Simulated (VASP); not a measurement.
# GaN (P6_3mc) in VASP: a series of runs

GaN is run at these levels: PBE; tasks: single point, relaxation of the atoms.

Program: VASP 6.6.1. These are calculated values, not measurements. Logs are shortened: lines on timing, memory, paths and dates and some standing lists are left out, and cuts for length are marked.

**1. The cell of the first run**

Symmetry: P6_3mc, No. 186, hexagonal system. The conventional cell has a = 3.189 Å, b = 3.189 Å, c = 5.216 Å, α = 90.00°, β = 90.00°, γ = 120.00°. Ga (site symmetry 3m) has 4 N at 1.95 to 1.96 Å within 2.6 Å. N (site symmetry 3m) has 4 Ga at 1.95 to 1.96 Å within 2.6 Å.

**2. Single point, PBE**

INCAR

```
ALGO = Normal
EDIFF = 1E-7
ENCUT = 520
GGA = PE
ISIF = 2
ISMEAR = 0
LASPH = True
LCHARG = False
LREAL = False
LWAVE = False
NBANDS = 26
NELM = 80
PREC = Accurate
SIGMA = 0.05
```

KPOINTS

```
k-points
0
Gamma
  8 8 5
```

POSCAR

```
GaN
1.0
    3.1889999985      0.0000000000      0.0000000000
   -1.5944999992      2.7617550113      0.0000000000
    0.0000000000      0.0000000000      5.2161100000
Ga N
2 2
Direct
    0.3333333333      0.6666666667      0.0005070876
    0.6666666667      0.3333333333      0.5005070876
    0.3333333333      0.6666666667      0.3764929124
    0.6666666667      0.3333333333      0.8764929124
```

Potentials or basis: VASP PAW PBE potentials, release 64 (Ga_d, N).

Started as:

```console
$ cat potpaw_PBE.64/Ga_d/POTCAR potpaw_PBE.64/N/POTCAR > POTCAR
$ mpirun -np 1 vasp_std > vasp.out
```

OUTCAR:

```text
EDIFF = 1E-7
   ENCUT = 520
   GGA = PE
   ISIF = 2
   ISMEAR = 0
   LASPH = True
   LREAL = False
   NELM = 80
   PREC = Accurate

 ion  position               nearest neighbor table
   1  0.333  0.667  0.001-   4 1.95   4 1.95   4 1.95   3 1.96
   2  0.667  0.333  0.501-   3 1.95   3 1.95   3 1.95   4 1.96
   3  0.333  0.667  0.376-   2 1.95   2 1.95   2 1.95   1 1.96
   4  0.667  0.333  0.876-   1 1.95   1 1.95   1 1.95   2 1.96

  LATTYP: Found a hexagonal cell.
 ALAT       =     3.1889999985
 C/A-ratio  =     1.6356569465

  Lattice vectors:

 A1 = (   3.1889999985,   0.0000000000,   0.0000000000)
 A2 = (  -1.5944999992,   2.7617550113,   0.0000000000)
 A3 = (   0.0000000000,   0.0000000000,   5.2161100000)

Analysis of symmetry for initial positions (statically):
=====================================================================
 Subroutine PRICEL returns:
 Original cell was already a primitive cell.

 Routine SETGRP: Setting up the symmetry group for a
 hexagonal supercell.

 Subroutine GETGRP returns: Found 12 space group operations
 (whereof  6 operations were pure point group operations)
 out of a pool of 24 trial point group operations.

The static configuration has the point symmetry C_3v.
 The point group associated with its full space group is C_6v.

Analysis of symmetry for dynamics (positions and initial velocities):
=====================================================================
 Subroutine PRICEL returns:
 Original cell was already a primitive cell.

 Routine SETGRP: Setting up the symmetry group for a
 hexagonal supercell.

 Subroutine GETGRP returns: Found 12 space group operations
 (whereof  6 operations were pure point group operations)
 out of a pool of 24 trial point group operations.

The dynamic configuration has the point symmetry C_3v.
 The point group associated with its full space group is C_6v.

 Subroutine INISYM returns: Found 12 space group operations
 (whereof  6 operations are pure point group operations),
 and found     1 'primitive' translations

----------------------------------------------------------------------------------------

                                     Primitive cell

  volume of cell :      45.9395

  direct lattice vectors                    reciprocal lattice vectors
     3.188999998  0.000000000  0.000000000     0.313577924  0.181044299  0.000000000
[... 90 lines left out ...]
   EDIFF  = 0.1E-06   stopping-criterion for ELM
   LREAL  =      F    real-space projection
   EDIFFG = 0.1E-05   stopping-criterion for IOM
   NSW    =      0    number of steps for IOM
   IBRION =     -1    ionic relax: 0-MD 1-quasi-New 2-CG
   NFREE  =      0    steps in history (QN), initial steepest desc. (CG)
   ISIF   =      2    stress and relaxation
   ISYM   =      2    0-nonsym 1-usesym 2-fastsym
   POTIM  = 0.5000    time-step for ionic-motion
   TEBEG  =    0.0;   TEEND  =   0.0 temperature during run
   PSTRESS=    0.0 pullay stress
   NELECT =      36.0000    total number of electrons
   NUPDOWN=      -1.0000    fix difference up-down
   EMIN   =  10.00;   EMAX   =-10.00  energy-range for DOS
   EFERMI =   0.00;   METHOD = LEGACY
   ISMEAR =     0;   SIGMA  =   0.05  broadening in eV -4-tet -1-fermi 0-gaus
   EFERMI_NEDOS =   21; number of points for ismear=-14 and -15
   IALGO  =     38    algorithm
   IMIX   =      4    mixing-type and parameters
     AMIX     =   0.40;   BMIX     =  1.00
     AMIX_MAG =   1.60;   BMIX_MAG =  1.00
  volume/ion in A,a.u.               =      11.48        77.50
  Fermi-wavevector in a.u.,A,eV,Ry     =   1.509316  2.852194 30.994548  2.278035
  Thomas-Fermi vector in A             =   2.619654
   LORBIT       =      0    0 simple, 1 ext, 2 COOP (PROOUT), +10 PAW based schemes
   GGA     = PE    functional components
   LHFCALC =     F    Hartree Fock is set to
   AEXX    =    0.0000 exact exchange contribution
   IVDW    =     0    specifies the selected vdW correction
   LEPSILON=     F    determine dielectric tensor
   LRPA    =     F    only Hartree local field effects (RPA)
 non-spin polarized calculation
 Gauss-broadening in eV      SIGMA  =   0.05
  energy-cutoff  :      520.00
  volume of cell :       45.94
 maximum number of plane-waves:      1259
 NGX is ok and might be reduce to    24
   NGX = 11   NGY = 11   NGZ = 19

 number of electron      35.9999976 magnetization

 Free energy of the ion-electron system (eV)
  ---------------------------------------------------
  ext. energy  EPLUGINS =         0.00000000
  ---------------------------------------------------
  free energy    TOTEN  =       -24.31158479 eV

  energy without entropy =      -24.31158479  energy(sigma->0) =      -24.31158479

 E-fermi :   5.5533     XC(G=0): -11.6405

 val. band max:        5.2682123422   @ k =   0.0000   0.0000   0.0000
 cond. band min:       7.1264013190   @ k =   0.0000   0.0000   0.0000
 fundamental gap:      1.8581889768
 Fermi energy:         5.5532646232

 k-point     1 :       0.0000    0.0000    0.0000
  band No.  band energies     occupation
      1     -10.6726      2.00000
      2      -9.7723      2.00000
      3      -8.1770      2.00000
      4      -8.1606      2.00000
      5      -8.1606      2.00000
      6      -8.1010      2.00000
[... 685 lines left out ...]
     25      16.8605      0.00000
     26      17.7921      0.00000

 [... further k-points ...]

------------------------ aborting loop because EDIFF is reached ----------------------------------------

  FORCE on cell =-STRESS in cart. coord.  units (eV):
  Direction    XX          YY          ZZ          XY          YZ          ZX
  --------------------------------------------------------------------------------------
  -------------------------------------------------------------------------------------
  Total        1.3405841      1.3405841      1.0249608      0.0000000      0.0000000      0.0000000
  in kB       46.7539438     46.7539438     35.7463288      0.0000000      0.0000000      0.0000000
  external PRESSURE =      43.0847388 kB  Pullay stress =       0.0000000 kB

 VOLUME and BASIS-vectors are now :
 -----------------------------------------------------------------------------
  energy-cutoff  :      520.00
  volume of cell :       45.94
      direct lattice vectors                 reciprocal lattice vectors
     3.188999998  0.000000000  0.000000000     0.313577924  0.181044299  0.000000000
    -1.594499999  2.761755011  0.000000000     0.000000000  0.362088598  0.000000000
     0.000000000  0.000000000  5.216110000     0.000000000  0.000000000  0.191713748

 POSITION                                       TOTAL-FORCE (eV/Angst)
 -----------------------------------------------------------------------------------
     -0.00000      1.84117      0.00265        -0.000000      0.000000     -0.000550
      1.59450      0.92059      2.61070        -0.000000     -0.000000     -0.000550
     -0.00000      1.84117      1.96383         0.000000      0.000000      0.000550
      1.59450      0.92059      4.57188         0.000000     -0.000000      0.000550
 -----------------------------------------------------------------------------------
    total drift:                               -0.000001     -0.000001     -0.000105

  FREE ENERGIE OF THE ION-ELECTRON SYSTEM (eV)
  ---------------------------------------------------
  free  energy   TOTEN  =       -24.3115847878 eV

  energy  without entropy=      -24.3115847878  energy(sigma->0) =      -24.31158479
```

stdout:

```text
POSCAR found type information on POSCAR GaN
 POSCAR found :  2 types and       4 ions
 scaLAPACK will be used
 LDA part: xc-table for (Slater+PW92), standard interpolation
 POSCAR, INCAR and KPOINTS ok, starting setup
 FFT: planning ... GRIDC
 FFT: planning ... GRID_SOFT
 FFT: planning ... GRID
 WAVECAR not read
 entering main loop
```

It took 25 s on 1 thread of Intel Xeon Platinum 8488C (Sapphire Rapids), shared host; peak memory 0.17 GiB.

What came out:

```
Free energy            : -24.3116 eV
Pressure               : 4.3 GPa
Band gap on the k mesh : 1.86 eV
```

Caveat: the cell stands under pressure.

**3. Relaxation of the atoms, PBE**

INCAR

```
SYSTEM = GaN
ALGO = Normal
EDIFF = 1E-6
EDIFFG = -0.003
ENCUT = 520
GGA = PE
IBRION = 2
ISIF = 2
ISMEAR = 0
LASPH = .True.
LCHARG = .False.
LREAL = .False.
LWAVE = .False.
NELM = 100
NSW = 80
PREC = Accurate
SIGMA = 0.05
```

KPOINTS

```
k-points
0
Gamma
  8 8 5
  0 0 0
```

POSCAR

```
GaN
1.0
    3.1890000000      0.0000000000      0.0000000000
   -1.5945000000      2.7617550100      0.0000000000
    0.0000000000      0.0000000000      5.2161100000
Ga N
2 2
Direct
    0.3333333333      0.6666666667      0.0000000000
    0.6666666667      0.3333333333      0.5000000000
    0.3333333333      0.6666666667      0.3770000000
    0.6666666667      0.3333333333      0.8770000000
```

Potentials or basis: VASP PAW PBE potentials, release 64 (Ga_d, N).

Started as:

```console
$ cat potpaw_PBE.64/Ga_d/POTCAR potpaw_PBE.64/N/POTCAR > POTCAR
$ mpirun -np 1 vasp_std > vasp.out
```

Wall time 40 s (1 thread of Intel Xeon Platinum 8488C (Sapphire Rapids), shared host); peak memory 0.17 GiB.

Results (log left out):

```yaml
Free_energy: -24.3116 eV
Energy_gained_by_relaxing: 0.1 meV/atom
Ionic_steps: 3
Pressure_after_relaxing: 4.3 GPa
Band_gap_on_the_k_mesh: 1.86 eV
```

Stress tensor (GPa, compression positive):
```
4.69 0.00 0.00
0.00 4.69 0.00
0.00 0.00 3.59
```

The path:
```csv
step,energy change (eV),largest force (eV/Å),pressure (GPa)
1,0.0000,0.0588,4.33
2,-0.0003,0.0054,4.31
3,-0.0003,0.0009,4.32
```

Final structure:
```cif
data_structure
_symmetry_space_group_name_H-M 'P 1'
_symmetry_Int_Tables_number 1
_cell_length_a 3.1890
_cell_length_b 3.1890
_cell_length_c 5.2161
_cell_angle_alpha 90.000
_cell_angle_beta 90.000
_cell_angle_gamma 120.000
_cell_volume 45.94
loop_
_atom_site_label
_atom_site_type_symbol
_atom_site_fract_x
_atom_site_fract_y
_atom_site_fract_z
_atom_site_occupancy
Ga1 Ga 0.33333 0.66667 0.00050 1
Ga2 Ga 0.66667 0.33333 0.50050 1
N1 N 0.33333 0.66667 0.37650 1
N2 N 0.66667 0.33333 0.87650 1
```

Levels at points of the mesh, in eV from the valence-band top:
| k point | band 16 | band 17 | band 18 | band 19 | band 20 | band 21 |
| --- | --- | --- | --- | --- | --- | --- |
| (0.00, 0.00, 0.00) | -0.06 | 0.00 | 0.00 | 1.86 | 4.25 | 9.12 |
| (0.50, 0.00, 0.00) | -2.71 | -2.20 | -0.99 | 5.07 | 5.51 | 5.99 |
